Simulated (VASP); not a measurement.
# As in VASP: a series of runs

The runs below take As through single point, with PBE+D3(BJ).

All numbers are computed with VASP 6.6.1; they aren't measurements. Logs are shortened: lines on timing, memory, paths and dates and some standing lists are left out, and cuts for length are marked.

### Step 1. The cell of the first run

The cell holds a slab with vacuum, 4 atoms: a = 3.572 Å, b = 3.572 Å, c = 20.295 Å, α = 90.00°, β = 90.00°, γ = 120.00°.

### Step 2. Single point, PBE+D3(BJ) (layers slid over each other)

INCAR reads:

```
SYSTEM = As
  PREC = Accurate
  ENCUT = 400
  EDIFF = 1E-6
  ISMEAR = 0
  SIGMA = 0.05
  LREAL = .False.
  LASPH = .True.
  NELM = 120
  ALGO = Normal
  ISIF = 2
  LWAVE = .False.
  LCHARG = .False.
  LDIPOL = .True.
  IDIPOL = 3
  DIPOL = 0.5 0.5 0.371
  GGA = PE
  IVDW = 12
  NBANDS = 38
  GGA_COMPAT = .False.
  NELMDL = -8
```

KPOINTS reads:

```
regular mesh
0
Gamma
  9 9 1
  0 0 0
```

POSCAR reads:

```
As
1.0
    3.5716243461      0.0000000000      0.0000000000
   -1.7858121731      3.0931174165      0.0000000000
    0.0000000000      0.0000000000     20.2951239530
As
4
Direct
    0.3333333333      0.6666666667      0.2217281358
    0.6666666667      0.3333333333      0.2905900940
    1.0000000000      0.5000000000      0.4517125393
    1.3333333333      0.1666666667      0.5205744975
```

Potentials or basis: VASP PAW PBE potentials, release 64 (As_d).

Run with:

```bash
$ cat potpaw_PBE.64/As_d/POTCAR > POTCAR
$ mpirun -np 1 vasp_std > vasp.out
```

OUTCAR:

```text
SYSTEM = As
   PREC = Accurate
   ENCUT = 400
   EDIFF = 1E-6
   ISMEAR = 0
   LREAL = .False.
   LASPH = .True.
   NELM = 120
   ISIF = 2
   GGA = PE
   IVDW = 12
   NELMDL = -8
 IVDW          = 12

 ion  position               nearest neighbor table
   1  0.333  0.667  0.222-   2 2.49   2 2.49   2 2.49
   2  0.667  0.333  0.291-   1 2.49   1 2.49   1 2.49
   3  0.000  0.500  0.452-   4 2.49   4 2.49   4 2.49
   4  0.333  0.167  0.521-   3 2.49   3 2.49   3 2.49

  LATTYP: Found a hexagonal cell.
 ALAT       =     3.5716243461
 C/A-ratio  =     5.6823232195

  Lattice vectors:

 A1 = (   3.5716243461,   0.0000000000,   0.0000000000)
 A2 = (  -1.7858121731,   3.0931174165,   0.0000000000)
 A3 = (   0.0000000000,   0.0000000000,  20.2951239530)

Analysis of symmetry for initial positions (statically):
=====================================================================
 Subroutine PRICEL returns:
 Original cell was already a primitive cell.

 Routine SETGRP: Setting up the symmetry group for a
 hexagonal supercell.

 Subroutine GETGRP returns: Found  4 space group operations
 (whereof  2 operations were pure point group operations)
 out of a pool of 24 trial point group operations.

The static configuration has the point symmetry C_1h.
 The point group associated with its full space group is C_2h.

Analysis of symmetry for dynamics (positions and initial velocities):
=====================================================================
 Subroutine PRICEL returns:
 Original cell was already a primitive cell.

 Routine SETGRP: Setting up the symmetry group for a
 hexagonal supercell.

 Subroutine GETGRP returns: Found  4 space group operations
 (whereof  2 operations were pure point group operations)
 out of a pool of 24 trial point group operations.

The dynamic configuration has the point symmetry C_1h.
 The point group associated with its full space group is C_2h.

 Subroutine INISYM returns: Found  4 space group operations
 (whereof  2 operations are pure point group operations),
 and found     1 'primitive' translations

----------------------------------------------------------------------------------------

                                     Primitive cell

  volume of cell :     224.2094

  direct lattice vectors                    reciprocal lattice vectors
     3.571624346  0.000000000  0.000000000     0.279984652  0.161649214  0.000000000
    -1.785812173  3.093117417  0.000000000     0.000000000  0.323298429  0.000000000
     0.000000000  0.000000000 20.295123953     0.000000000  0.000000000  0.049272919

  length of vectors
     3.571624346  3.571624346 20.295123953     0.323298429  0.323298429  0.049272919

  position of ions in fractional coordinates (direct lattice)
     0.333333333  0.666666667  0.221728136
     0.666666667  0.333333333  0.290590094
     1.000000000  0.500000000  0.451712539
     0.333333333  0.166666667  0.520574498

  ion indices of the primitive-cell ions
   primitive index   ion index
                 1           1
                 2           2
                 3           3
                 4           4

----------------------------------------------------------------------------------------

 KPOINTS: regular mesh

Automatic generation of k-mesh.
 Grid dimensions read from file:
 generate k-points for:    9    9    1

 Generating k-lattice:

  Cartesian coordinates                     Fractional coordinates (reciprocal lattice)
     0.031109406  0.017961024  0.000000000     0.111111111  0.000000000  0.000000000
     0.000000000  0.035922048  0.000000000     0.000000000  0.111111111  0.000000000
     0.000000000  0.000000000  0.049272919     0.000000000  0.000000000  1.000000000

  Length of vectors
     0.035922048  0.035922048  0.049272919

  Shift w.r.t. Gamma in fractional coordinates (k-lattice)
     0.000000000  0.000000000  0.000000000

 Subroutine IBZKPT returns following result:
 ===========================================

 Found     25 irreducible k-points:

 Following reciprocal coordinates:
            Coordinates               Weight
  0.000000  0.000000  0.000000      1.000000
  0.111111 -0.000000  0.000000      2.000000
  0.000000  0.111111  0.000000      4.000000
  0.222222  0.000000  0.000000      2.000000
  0.000000  0.222222  0.000000      4.000000
  0.333333  0.000000  0.000000      2.000000
[... 16 lines left out ...]
 -0.222222 -0.444444  0.000000      4.000000
  0.444444  0.333333  0.000000      4.000000
   k-points           NKPTS =     25   k-points in BZ     NKDIM =     25   number of bands    NBANDS=     38
   number of dos      NEDOS =    301   number of ions     NIONS =      4
   total plane-waves  NPLWV =  80640
   dimension x,y,z NGX =    24 NGY =   24 NGZ =  140
   dimension x,y,z NGXF=    48 NGYF=   48 NGZF=  280
   ions per type =               4
   NGX,Y,Z   is equivalent  to a cutoff of  11.17, 11.17, 11.47 a.u.
   NGXF,Y,Z  is equivalent  to a cutoff of  22.34, 22.34, 22.94 a.u.
 SYSTEM =  As
   PREC   = accura    normal or accurate (medium, high low for compatibility)
   ISTART =      0    job   : 0-new  1-cont  2-samecut
   ICHARG =      2    charge: 1-file 2-atom 10-const
   ISPIN  =      1    spin polarized calculation?
   LNONCOLLINEAR =      F non collinear calculations
   LSORBIT =      F    spin-orbit coupling
   LASPH  =      T    aspherical Exc in radial PAW
   ENCUT  =  400.0 eV  29.40 Ry    5.42 a.u.   5.82  5.82 33.10*2*pi/ulx,y,z
   NELM   =    120;   NELMIN=  2; NELMDL= -8     # of ELM steps
   EDIFF  = 0.1E-05   stopping-criterion for ELM
   LREAL  =      F    real-space projection
   EDIFFG = 0.1E-04   stopping-criterion for IOM
   NSW    =      0    number of steps for IOM
   IBRION =     -1    ionic relax: 0-MD 1-quasi-New 2-CG
   NFREE  =      0    steps in history (QN), initial steepest desc. (CG)
   ISIF   =      2    stress and relaxation
   ISYM   =      2    0-nonsym 1-usesym 2-fastsym
   POTIM  = 0.5000    time-step for ionic-motion
   TEBEG  =    0.0;   TEEND  =   0.0 temperature during run
   PSTRESS=    0.0 pullay stress
   NELECT =      60.0000    total number of electrons
   NUPDOWN=      -1.0000    fix difference up-down
   EMIN   =  10.00;   EMAX   =-10.00  energy-range for DOS
   EFERMI =   0.00;   METHOD = LEGACY
   ISMEAR =     0;   SIGMA  =   0.05  broadening in eV -4-tet -1-fermi 0-gaus
   EFERMI_NEDOS =   21; number of points for ismear=-14 and -15
   IALGO  =     38    algorithm
   IMIX   =      4    mixing-type and parameters
     AMIX     =   0.40;   BMIX     =  1.00
     AMIX_MAG =   1.60;   BMIX_MAG =  1.00
  volume/ion in A,a.u.               =      56.05       378.26
  Fermi-wavevector in a.u.,A,eV,Ry     =   1.054971  1.993607 15.142799  1.112964
  Thomas-Fermi vector in A             =   2.190152
   LORBIT       =      0    0 simple, 1 ext, 2 COOP (PROOUT), +10 PAW based schemes
   GGA     = PE    functional components
   LHFCALC =     F    Hartree Fock is set to
   AEXX    =    0.0000 exact exchange contribution
   IVDW    =    12    specifies the selected vdW correction
   LEPSILON=     F    determine dielectric tensor
   LRPA    =     F    only Hartree local field effects (RPA)
 non-spin polarized calculation
 Gauss-broadening in eV      SIGMA  =   0.05
  energy-cutoff  :      400.00
  volume of cell :      224.21
 maximum number of plane-waves:      4097
   NGX = 11   NGY = 11   NGZ = 67

 dipolmoment           0.000000      0.000000     -0.000007 electrons x Angstroem

 number of electron      60.0000033 magnetization

 dipolmoment           0.000000      0.000000      0.000004 electrons x Angstroem

 Free energy of the ion-electron system (eV)
  ---------------------------------------------------
  ext. energy  EPLUGINS =         0.00000000
  ---------------------------------------------------
  free energy    TOTEN  =       -18.62778325 eV

  energy without entropy =      -18.62778325  energy(sigma->0) =      -18.62778325

 E-fermi :  -1.6065     XC(G=0):  -4.9200

 val. band max:       -1.8515802916   @ k =   0.0000   0.1111   0.0000
 cond. band min:      -0.9655964172   @ k =   0.0000   0.3333   0.0000
 fundamental gap:      0.8859838743
 Fermi energy:        -1.6064815268

 k-point     1 :       0.0000    0.0000    0.0000
  band No.  band energies     occupation
      1     -37.3614      2.00000
      2     -37.3610      2.00000
      3     -37.3603      2.00000
      4     -37.3602      2.00000
      5     -37.3200      2.00000
      6     -37.3199      2.00000
[... 30 lines left out ...]
     37       2.6352      0.00000
     38       2.9017      0.00000

 k-point     2 :       0.1111   -0.0000    0.0000
  band No.  band energies     occupation
      1     -37.3610      2.00000
      2     -37.3605      2.00000
      3     -37.3566      2.00000
      4     -37.3564      2.00000
      5     -37.3192      2.00000
      6     -37.3191      2.00000
[... 30 lines left out ...]
     37       2.8632      0.00000
     38       3.1094      0.00000

 k-point     3 :       0.0000    0.1111    0.0000
  band No.  band energies     occupation
      1     -37.3603      2.00000
      2     -37.3601      2.00000
      3     -37.3572      2.00000
      4     -37.3570      2.00000
      5     -37.3183      2.00000
      6     -37.3182      2.00000
[... 30 lines left out ...]
     37       2.8606      0.00000
     38       3.1129      0.00000

 k-point     4 :       0.2222    0.0000    0.0000
  band No.  band energies     occupation
      1     -37.3598      2.00000
      2     -37.3594      2.00000
      3     -37.3465      2.00000
      4     -37.3464      2.00000
      5     -37.3167      2.00000
      6     -37.3165      2.00000
[... 30 lines left out ...]
     37       3.4130      0.00000
     38       3.6465      0.00000
[... 703 lines left out ...]
      4     -37.3155      2.00000
      5     -37.2988      2.00000
      6     -37.2984      2.00000
[... 30 lines left out ...]
     37       5.2330      0.00000
     38       5.5091      0.00000

 k-point    23 :      -0.2222   -0.4444    0.0000
  band No.  band energies     occupation
      1     -37.3576      2.00000
      2     -37.3574      2.00000
      3     -37.3155      2.00000
      4     -37.3154      2.00000
      5     -37.2989      2.00000
      6     -37.2988      2.00000
[... 30 lines left out ...]
     37       5.0570      0.00000
     38       5.4385      0.00000

 k-point    24 :       0.4444    0.3333    0.0000
  band No.  band energies     occupation
      1     -37.3577      2.00000
      2     -37.3575      2.00000
      3     -37.3154      2.00000
      4     -37.3153      2.00000
      5     -37.2998      2.00000
      6     -37.2994      2.00000
[... 30 lines left out ...]
     37       5.0909      0.00000
     38       5.4986      0.00000

 [... further k-points ...]

------------------------ aborting loop because EDIFF is reached ----------------------------------------

 vacuum level on the upper side and lower side of the slab       (xc-potential included)        -0.139        -0.140

 Edisp (eV)   -1.09105

 E8    (eV) :    -0.4763

  FORCE on cell =-STRESS in cart. coord.  units (eV):
  Direction    XX          YY          ZZ          XY          YZ          ZX
  --------------------------------------------------------------------------------------
  -------------------------------------------------------------------------------------
  Total       0.03961     0.12202     0.20680    -0.07137     0.26174     0.45334
  in kB       0.28302     0.87195     1.47777    -0.51002     1.87035     3.23954
  external pressure =        0.88 kB  Pullay stress =        0.00 kB

 VOLUME and BASIS-vectors are now :
 -----------------------------------------------------------------------------
  energy-cutoff  :      400.00
  volume of cell :      224.21
      direct lattice vectors                 reciprocal lattice vectors
     3.571624346  0.000000000  0.000000000     0.279984652  0.161649214  0.000000000
    -1.785812173  3.093117417  0.000000000     0.000000000  0.323298429  0.000000000
     0.000000000  0.000000000 20.295123953     0.000000000  0.000000000  0.049272919

 POSITION                                       TOTAL-FORCE (eV/Angst)
 -----------------------------------------------------------------------------------
     -0.00000      2.06208      4.50000        -0.042006     -0.024252     -0.035233
      1.78581      1.03104      5.89756        -0.060961     -0.035196     -0.036624
     -0.89291      1.54656      9.16756         0.060961      0.035196      0.036624
      0.89291      0.51552     10.56512         0.042006      0.024252      0.035233
 -----------------------------------------------------------------------------------
    total drift:                               -0.000000     -0.000000      0.000526

  FREE ENERGIE OF THE ION-ELECTRON SYSTEM (eV)
  ---------------------------------------------------
  free  energy   TOTEN  =       -19.7188314386 eV

  energy  without entropy=      -19.7188314386  energy(sigma->0) =      -19.71883144

 vacuum level on the upper side and lower side of the slab         3.014         3.015
```

Wall time 5.9 min (1 thread of AMD EPYC 7R43 (Zen 3), shared host); peak memory 0.27 GiB.

Results:

- Free energy: -19.7188 eV
- Largest force: 0.079 eV/Å
- Band gap on the k mesh: 0.89 eV (least direct gap 1.48 eV)
- Dispersion energy per atom: -0.273 eV

Forces in eV/Å, atoms in the order of the input:
```
As  -0.042 -0.024 -0.035
As  -0.061 -0.035 -0.037
As   0.061  0.035  0.037
As   0.042  0.024  0.035
```

Levels at points of the mesh, in eV from the valence-band top:
| k point | band 28 | band 29 | band 30 | band 31 | band 32 | band 33 |
| --- | --- | --- | --- | --- | --- | --- |
| (0.00, 0.00, 0.00) | -0.32 | -0.31 | -0.12 | 1.60 | 2.22 | 3.10 |

Caveat: the cell differs from its parent crystal (layers slid over each other).

### Step 3. Single point, PBE+D3(BJ) (layers slid over each other)

INCAR reads:

```
PREC = Accurate
ENCUT = 400
EDIFF = 1E-6
ISMEAR = 0
SIGMA = 0.05
LREAL = F
LASPH = T
NELM = 120
ALGO = Normal
ISIF = 2
LWAVE = F
LCHARG = F
LDIPOL = T
IDIPOL = 3
DIPOL = 0.5 0.5 0.371
GGA = PE
IVDW = 12
NBANDS = 38
GGA_COMPAT = F
NELMDL = -8
```

KPOINTS reads:

```
regular mesh
0
Gamma
  9 9 1
```

POSCAR: that of step 2 with these lines changed.

```diff
@@ -10,3 +10,3 @@
     0.6666666667      0.3333333333      0.2905900940
-    1.0000000000      0.5000000000      0.4517125393
-    1.3333333333      0.1666666667      0.5205744975
+    0.8333333333      0.6666666667      0.4517125393
+    1.1666666667      0.3333333333      0.5205744975
```

Potentials or basis: VASP PAW PBE potentials, release 64 (As_d).

Run with:

```bash
$ cat potpaw_PBE.64/As_d/POTCAR > POTCAR
$ mpirun -np 1 vasp_std > vasp.out
```

It took 92 s on 1 thread of Intel Xeon 6975P-C (Granite Rapids), shared host; peak memory 0.31 GiB.

The run converged. Its results:

```yaml
Free_energy: -19.7123 eV
Largest_force: 0.085 eV/Å
Band_gap_on_the_k_mesh: 0.86 eV (least direct gap 1.53 eV)
Dispersion_energy_per_atom: -0.273 eV
```

Forces on the atoms (eV/Å):
```
As   0.000 -0.040 -0.023
As   0.000 -0.065 -0.055
As   0.000  0.065  0.055
As   0.000  0.040  0.023
```

Levels at points of the mesh, in eV from the valence-band top:
```tsv
k point	band 28	band 29	band 30	band 31	band 32	band 33
(0.00, 0.00, 0.00)	-0.35	-0.32	-0.15	1.57	2.19	3.15
```

Caveat: the cell differs from its parent crystal (layers slid over each other).

### Step 4. Single point, PBE+D3(BJ) (layers slid over each other)

INCAR reads:

```
PREC = Accurate
ENCUT = 400
EDIFF = 1E-6
ISMEAR = 0
SIGMA = 0.05
LREAL = False
LASPH = True
NELM = 120
ALGO = Normal
ISIF = 2
LWAVE = False
LCHARG = False
LDIPOL = True
IDIPOL = 3
DIPOL = 0.5 0.5 0.371
GGA = PE
IVDW = 12
NBANDS = 38
GGA_COMPAT = False
NELMDL = -8
```

KPOINTS reads:

```
Automatic mesh
0
Gamma
  9 9 1
```

POSCAR: that of step 3 with these lines changed.

```diff
@@ -10,3 +10,3 @@
     0.6666666667      0.3333333333      0.2905900940
-    0.8333333333      0.6666666667      0.4517125393
-    1.1666666667      0.3333333333      0.5205744975
+    0.6666666667      0.8333333333      0.4517125393
+    1.0000000000      0.5000000000      0.5205744975
```

Run with:

```bash
$ cat potpaw_PBE.64/As_d/POTCAR > POTCAR
$ mpirun -np 1 vasp_std > vasp.out
```

Wall time 3.6 min (1 thread of Intel Xeon Platinum 8259CL at 2.50GHz (Skylake/Cascade Lake), shared host); peak memory 0.32 GiB.

The run converged. Its results:

- Free energy: -19.7613 eV
- Largest force: 0.038 eV/Å
- Band gap on the k mesh: 0.94 eV (least direct gap 1.55 eV)
- Dispersion energy per atom: -0.273 eV

Forces on the atoms (eV/Å):
```
As   0.007  0.004  0.008
As   0.005  0.003  0.038
As  -0.005 -0.003 -0.038
As  -0.007 -0.004 -0.008
```

Levels at points of the mesh, in eV from the valence-band top:
```
           k point  band 26  band 27  band 28  band 29  band 30  band 31  band 32  band 33  band 34  band 35
(0.00, 0.00, 0.00)    -0.31    -0.27    -0.24    -0.21    -0.12     1.66     2.28     3.16     3.22     3.29
```

Caveat: the cell differs from its parent crystal (layers slid over each other).

### Step 5. Overview

| cell | gap on the mesh (eV) | largest force (eV/Å) |
| --- | --- | --- |
| as given, atomic positions A | 0.89 | 0.08 |
| as given, atomic positions B | 0.86 | 0.09 |
| as given, atomic positions C | 0.94 | 0.04 |

Alike in all rows: task single point; level PBE+D3(BJ); potentials or basis VASP PAW PBE potentials, release 64 (As_d); no spin polarisation; k mesh 9 × 9 × 1; cutoff (eV) 400; smearing gaussian 0.05 eV.

Total energies depend on the potentials used, so only differences within one code and one set of settings carry meaning.
